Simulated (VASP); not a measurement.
# TiAl3 (Pmm2) in VASP: notebook

Runs on TiAl3. Level: PBEsol. Tasks: relaxation of cell and atoms.

Program: VASP 6.6.1. These are calculated values, not measurements. Logs are shortened: lines on timing, memory, paths and dates and some standing lists are left out, and cuts for length are marked.

### Step 1. The cell of the first run

The structure is orthorhombic, space group Pmm2 (No. 25). The conventional cell has a = 2.840 Å, b = 4.681 Å, c = 4.901 Å, α = 90.00°, β = 90.00°, γ = 90.00°. Ti (site symmetry mm2) has 10 Al at 2.83 to 2.85 Å and 2 Ti at 2.84 Å within 3.7 Å. Within 3.7 Å of Al (site symmetry mm2) lie 10 Al at 2.81 to 2.86 Å and 2 Ti at 2.85 Å. Within 3.7 Å of Al (site symmetry mm2) lie 8 Al at 2.81 to 2.86 Å and 4 Ti at 2.85 Å. Al (site symmetry mm2) has 4 Ti at 2.83 to 2.84 Å and 8 Al at 2.84 to 2.86 Å within 3.7 Å.

### Step 2. Relaxation of cell and atoms, PBEsol

INCAR

```
ALGO = Fast ; EDIFF = 1E-6
EDIFFG = -0.01 ; ENCUT = 600
GGA = PS ; IBRION = 2
ISIF = 3 ; ISMEAR = -1
LASPH = True ; LCHARG = False
LREAL = False ; LWAVE = False
NELM = 80 ; NSW = 60
PREC = Accurate ; SIGMA = 0.05
```

KPOINTS

```
k-points
0
Gamma
  9 6 6
```

POSCAR

```
TiAl3
1.0
    2.8396770000      0.0000000000      0.0000000000
    0.0000000000      4.6812640000      0.0000000000
    0.0000000000      0.0000000000      4.9007420000
Ti Al
1 3
Direct
    0.0000000000      0.5000000000      0.1659160000
    0.0000000000      0.0000000000      0.8359000000
    0.5000000000      0.0000000000      0.3309120000
    0.5000000000      0.5000000000      0.6672710000
```

Potentials or basis: VASP PAW PBE potentials, release 64 (Ti_sv, Al).

Run with:

```console
cat potpaw_PBE.64/Ti_sv/POTCAR potpaw_PBE.64/Al/POTCAR > POTCAR
mpirun -np 1 vasp_std > vasp.out
```

OUTCAR:

```text
EDIFF = 1E-6
   EDIFFG = -0.01
   ENCUT = 600
   GGA = PS
   IBRION = 2
   ISIF = 3
   ISMEAR = -1
   LASPH = True
   LREAL = False
   NELM = 80
   NSW = 60
   PREC = Accurate

 ion  position               nearest neighbor table
   1  0.000  0.500  0.166-   4 2.83   4 2.83   4 2.84   4 2.84   2 2.85   2 2.85   3 2.85   3 2.85
                             3 2.85   3 2.85
   2  0.000  0.000  0.836-   3 2.81   3 2.81   1 2.85   1 2.85   3 2.85   3 2.85   4 2.86   4 2.86
                             4 2.86   4 2.86
   3  0.500  0.000  0.331-   2 2.81   2 2.81   2 2.85   2 2.85   1 2.85   1 2.85   1 2.85   1 2.85
                             4 2.86   4 2.86
   4  0.500  0.500  0.667-   1 2.83   1 2.83   1 2.84   1 2.84   2 2.86   2 2.86   2 2.86   2 2.86
                             3 2.86   3 2.86

  LATTYP: Found a simple orthorhombic cell.
 ALAT       =     2.8396770000
 B/A-ratio  =     1.6485198845
 C/A-ratio  =     1.7258096607

  Lattice vectors:

 A1 = (   2.8396770000,   0.0000000000,   0.0000000000)
 A2 = (   0.0000000000,   4.6812640000,   0.0000000000)
 A3 = (   0.0000000000,   0.0000000000,   4.9007420000)

Analysis of symmetry for initial positions (statically):
=====================================================================
 Subroutine PRICEL returns:
 Original cell was already a primitive cell.

 Routine SETGRP: Setting up the symmetry group for a
 simple orthorhombic supercell.

 Subroutine GETGRP returns: Found  4 space group operations
 (whereof  4 operations were pure point group operations)
 out of a pool of  8 trial point group operations.

The static configuration has the point symmetry C_2v.

Analysis of symmetry for dynamics (positions and initial velocities):
=====================================================================
 Subroutine PRICEL returns:
 Original cell was already a primitive cell.

 Routine SETGRP: Setting up the symmetry group for a
 simple orthorhombic supercell.

 Subroutine GETGRP returns: Found  4 space group operations
 (whereof  4 operations were pure point group operations)
 out of a pool of  8 trial point group operations.

The dynamic configuration has the point symmetry C_2v.

 Subroutine INISYM returns: Found  4 space group operations
 (whereof  4 operations are pure point group operations),
 and found     1 'primitive' translations

----------------------------------------------------------------------------------------

                                     Primitive cell

  volume of cell :      65.1469

  direct lattice vectors                    reciprocal lattice vectors
     2.839677000  0.000000000  0.000000000     0.352152727  0.000000000  0.000000000
     0.000000000  4.681264000  0.000000000     0.000000000  0.213617519  0.000000000
     0.000000000  0.000000000  4.900742000     0.000000000  0.000000000  0.204050734

  length of vectors
     2.839677000  4.681264000  4.900742000     0.352152727  0.213617519  0.204050734

  position of ions in fractional coordinates (direct lattice)
     0.000000000  0.500000000  0.165916000
     0.000000000  0.000000000  0.835900000
     0.500000000  0.000000000  0.330912000
     0.500000000  0.500000000  0.667271000

  ion indices of the primitive-cell ions
   primitive index   ion index
                 1           1
                 2           2
                 3           3
                 4           4

----------------------------------------------------------------------------------------

 KPOINTS: k-points

Automatic generation of k-mesh.
 Grid dimensions read from file:
 generate k-points for:    9    6    6

 Generating k-lattice:

  Cartesian coordinates                     Fractional coordinates (reciprocal lattice)
     0.039128081  0.000000000  0.000000000     0.111111111  0.000000000  0.000000000
     0.000000000  0.035602920  0.000000000     0.000000000  0.166666667  0.000000000
     0.000000000  0.000000000  0.034008456     0.000000000  0.000000000  0.166666667

  Length of vectors
     0.039128081  0.035602920  0.034008456

  Shift w.r.t. Gamma in fractional coordinates (k-lattice)
     0.000000000  0.000000000  0.000000000

 Subroutine IBZKPT returns following result:
 ===========================================

 Found     80 irreducible k-points:

 Following reciprocal coordinates:
            Coordinates               Weight
  0.000000  0.000000  0.000000      1.000000
  0.111111  0.000000  0.000000      2.000000
  0.222222  0.000000  0.000000      2.000000
  0.333333  0.000000  0.000000      2.000000
  0.444444  0.000000  0.000000      2.000000
  0.000000  0.166667  0.000000      2.000000
[... 16 lines left out ...]
  0.222222  0.000000  0.166667      4.000000
  0.333333  0.000000  0.166667      4.000000
 [... further k-points ...]
   k-points           NKPTS =     80   k-points in BZ     NKDIM =     80   number of bands    NBANDS=     14
   number of dos      NEDOS =    301   number of ions     NIONS =      4
   total plane-waves  NPLWV =  38400
   dimension x,y,z NGX =    24 NGY =   40 NGZ =   40
   dimension x,y,z NGXF=    48 NGYF=   80 NGZF=   80
   ions per type =               1   3
   NGX,Y,Z   is equivalent  to a cutoff of  14.05, 14.21, 13.57 a.u.
   NGXF,Y,Z  is equivalent  to a cutoff of  28.10, 28.41, 27.14 a.u.
 SYSTEM =  unknown system
   PREC   = accura    normal or accurate (medium, high low for compatibility)
   ISTART =      0    job   : 0-new  1-cont  2-samecut
   ICHARG =      2    charge: 1-file 2-atom 10-const
   ISPIN  =      1    spin polarized calculation?
   LNONCOLLINEAR =      F non collinear calculations
   LSORBIT =      F    spin-orbit coupling
   LASPH  =      T    aspherical Exc in radial PAW
   ENCUT  =  600.0 eV  44.10 Ry    6.64 a.u.   5.67  9.35  9.79*2*pi/ulx,y,z
   NELM   =     80;   NELMIN=  2; NELMDL= -5     # of ELM steps
   EDIFF  = 0.1E-05   stopping-criterion for ELM
   LREAL  =      F    real-space projection
   EDIFFG = -.1E-01   stopping-criterion for IOM
   NSW    =     60    number of steps for IOM
   IBRION =      2    ionic relax: 0-MD 1-quasi-New 2-CG
   NFREE  =      1    steps in history (QN), initial steepest desc. (CG)
   ISIF   =      3    stress and relaxation
   ISYM   =      2    0-nonsym 1-usesym 2-fastsym
   POTIM  = 0.5000    time-step for ionic-motion
   TEBEG  =    0.0;   TEEND  =   0.0 temperature during run
   PSTRESS=    0.0 pullay stress
   NELECT =      21.0000    total number of electrons
   NUPDOWN=      -1.0000    fix difference up-down
   EMIN   =  10.00;   EMAX   =-10.00  energy-range for DOS
   EFERMI =   0.00;   METHOD = LEGACY
   ISMEAR =    -1;   SIGMA  =   0.05  broadening in eV -4-tet -1-fermi 0-gaus
   EFERMI_NEDOS =   21; number of points for ismear=-14 and -15
   IALGO  =     68    algorithm
   IMIX   =      4    mixing-type and parameters
     AMIX     =   0.40;   BMIX     =  1.00
     AMIX_MAG =   1.60;   BMIX_MAG =  1.00
  volume/ion in A,a.u.               =      16.29       109.91
  Fermi-wavevector in a.u.,A,eV,Ry     =   1.122492  2.121202 17.143184  1.259988
  Thomas-Fermi vector in A             =   2.259152
   LORBIT       =      0    0 simple, 1 ext, 2 COOP (PROOUT), +10 PAW based schemes
   GGA     = PS    functional components
   LHFCALC =     F    Hartree Fock is set to
   AEXX    =    0.0000 exact exchange contribution
   IVDW    =     0    specifies the selected vdW correction
   LEPSILON=     F    determine dielectric tensor
   LRPA    =     F    only Hartree local field effects (RPA)
 conjugate gradient relaxation of ions
 non-spin polarized calculation
 RMM-DIIS sequential band-by-band and
  energy-cutoff  :      600.00
  volume of cell :       65.15
 maximum number of plane-waves:      2198
 NGX is ok and might be reduce to    24
   NGX = 11   NGY = 19   NGZ = 19

--------------------------------------- Ionic step        1  -------------------------------------------

 number of electron      20.9999997 magnetization

 Free energy of the ion-electron system (eV)
  ---------------------------------------------------
  ext. energy  EPLUGINS =         0.00000000
  ---------------------------------------------------
  free energy    TOTEN  =       -21.58352240 eV

  energy without entropy =      -21.56148841  energy(sigma->0) =      -21.57250541

------------------------ aborting loop because EDIFF is reached ----------------------------------------

  FORCE on cell =-STRESS in cart. coord.  units (eV):
  Direction    XX          YY          ZZ          XY          YZ          ZX
  --------------------------------------------------------------------------------------
  -------------------------------------------------------------------------------------
  Total       -1.7811615     -0.4740671     -0.5734993      0.0000000      0.0000000      0.0000000
  in kB      -43.8046255    -11.6588702    -14.1042356      0.0000000      0.0000000      0.0000000
  external PRESSURE =     -23.1892438 kB  Pullay stress =       0.0000000 kB
[... 95 lines left out ...]
  FREE ENERGIE OF THE ION-ELECTRON SYSTEM (eV)
  ---------------------------------------------------
  free  energy   TOTEN  =       -21.6027869795 eV

  energy  without entropy=      -21.5826313643  energy(sigma->0) =      -21.59270917

[... ionic steps 4 to 12 ...]

--------------------------------------- Ionic step       13  -------------------------------------------

 number of electron      20.9999998 magnetization

------------------------ aborting loop because EDIFF is reached ----------------------------------------
[... 71 lines left out ...]
--------------------------------------- Ionic step       15  -------------------------------------------

 number of electron      20.9999998 magnetization

 Free energy of the ion-electron system (eV)
  ---------------------------------------------------
  ext. energy  EPLUGINS =         0.00000000
  ---------------------------------------------------
  free energy    TOTEN  =       -21.60822579 eV

  energy without entropy =      -21.58841135  energy(sigma->0) =      -21.59831857

 E-fermi :   8.2148     XC(G=0): -10.8075

 val. band max:        8.2128985815   @ k =   0.1111   0.5000   0.1667
 cond. band min:       8.2207674432   @ k =   0.2222   0.5000   0.3333
 fundamental gap:      0.0078688617
 Fermi energy:         8.2148051433

 k-point     1 :       0.0000    0.0000    0.0000
  band No.  band energies     occupation
      1     -47.9691      2.00000
      2     -24.4062      2.00000
      3     -24.4006      2.00000
      4     -23.9681      2.00000
      5      -2.0341      2.00000
      6       2.9835      2.00000
      7       4.2620      2.00000
      8       4.6080      2.00000
      9       5.4767      2.00000
     10       7.3401      2.00000
     11       7.7627      1.99976
     12      10.7857      0.00000
     13      10.8000      0.00000
     14      10.8618      0.00000
[... 377 lines left out ...]
      1     -47.9143      2.00000
      2     -24.3923      2.00000
      3     -24.3541      2.00000
      4     -24.3493      2.00000
      5       0.2635      2.00000
      6       3.9720      2.00000
      7       5.9828      2.00000
      8       6.0265      2.00000
      9       6.2767      2.00000
     10       7.5571      2.00000
     11       7.9625      1.98721
     12       9.3269      0.00000
     13       9.6070      0.00000
     14      10.6588      0.00000

 [... further k-points ...]
[... 5 lines left out ...]
  --------------------------------------------------------------------------------------
  -------------------------------------------------------------------------------------
  Total       -0.0200381      0.0151964      0.0347323      0.0000000      0.0000000      0.0000000
  in kB       -0.5046934      0.3827450      0.8747885      0.0000000      0.0000000      0.0000000
  external PRESSURE =       0.2509467 kB  Pullay stress =       0.0000000 kB
[... 19 lines left out ...]
  FREE ENERGIE OF THE ION-ELECTRON SYSTEM (eV)
  ---------------------------------------------------
  free  energy   TOTEN  =       -21.6082257926 eV

  energy  without entropy=      -21.5884113464  energy(sigma->0) =      -21.59831857

 reached required accuracy - stopping structural energy minimisation
```

Wall time 15 min (1 thread of Intel Xeon Platinum 8259CL at 2.50GHz (Skylake/Cascade Lake), shared host); peak memory 0.26 GiB.

Results:

```yaml
Free_energy: -21.6082 eV
Relaxed_volume: 15.90 Å³/atom
Relaxed_cell: a = 2.766 Å, b = 4.688 Å, c = 4.905 Å, α = 90.00°, β = 90.00°, γ = 90.00°
Space_group_after_relaxing_to_0.05_Å: Pmm2 (No. 25)
Energy_gained_by_relaxing: 6.2 meV/atom
Ionic_steps: 15
Pressure_after_relaxing: 0.0 GPa
Largest_force_after_relaxing: 0.008 eV/Å
```

Forces on the atoms (eV/Å):
```
Ti   0.000  0.000 -0.006
Al   0.000  0.000 -0.008
Al   0.000  0.000  0.008
Al   0.000  0.000  0.006
```

Stress tensor (GPa, compression positive):
```
-0.05  0.00  0.00
 0.00  0.04  0.00
 0.00  0.00  0.09
```

The path:
```
step  energy change (eV)  largest force (eV/Å)  pressure (GPa)  volume (Å³)
   1              0.0000                0.0483           -2.32        65.15
   2             -0.0184                0.0720            1.14        62.94
   3             -0.0193                0.0617            0.54        63.31
   4             -0.0227                0.0647            0.19        63.51
   5             -0.0232                0.0658            0.06        63.61
   6             -0.0238                0.0487           -0.06        63.69
   7             -0.0242                0.0342           -0.33        63.86
   8             -0.0245                0.0246           -0.21        63.74
   9             -0.0246                0.0169           -0.07        63.65
  10             -0.0247                0.0132            0.02        63.60
  11             -0.0247                0.0145            0.04        63.61
  12             -0.0247                0.0174            0.01        63.63
  13             -0.0247                0.0140            0.00        63.62
  14             -0.0247                0.0127            0.01        63.61
  15             -0.0247                0.0077            0.03        63.61
```

Final structure:
```xyz
4
Lattice="2.7662 0.0000 0.0000 0.0000 4.6882 0.0000 0.0000 0.0000 4.9051" Properties=species:S:1:pos:R:3 pbc="T T T"
Ti    0.0000    2.3441    0.7990
Al    0.0000    0.0000    4.1227
Al    1.3831    0.0000    1.6370
Al    1.3831    2.3441    3.2516
```

Levels at points of the mesh, in eV from the Fermi level:
```tsv
k point	band 8	band 9	band 10	band 11	band 12	band 13	band 14
(0.00, 0.00, 0.00)	-3.61	-2.74	-0.87	-0.45	2.57	2.59	2.65
(0.00, 0.50, 0.00)	-3.28	-2.07	-1.59	-0.21	2.52	2.58	2.67
(0.00, 0.00, 0.50)	-2.39	-2.21	-1.17	-0.35	2.28	2.49	2.66
(0.00, 0.50, 0.50)	-4.87	-0.23	-0.09	0.70	2.51	2.54	3.53
```

Caveat: the PAW data sets were made with another functional, which shifts forces and pressure a little.

(Part 1 of 2 ends here.)
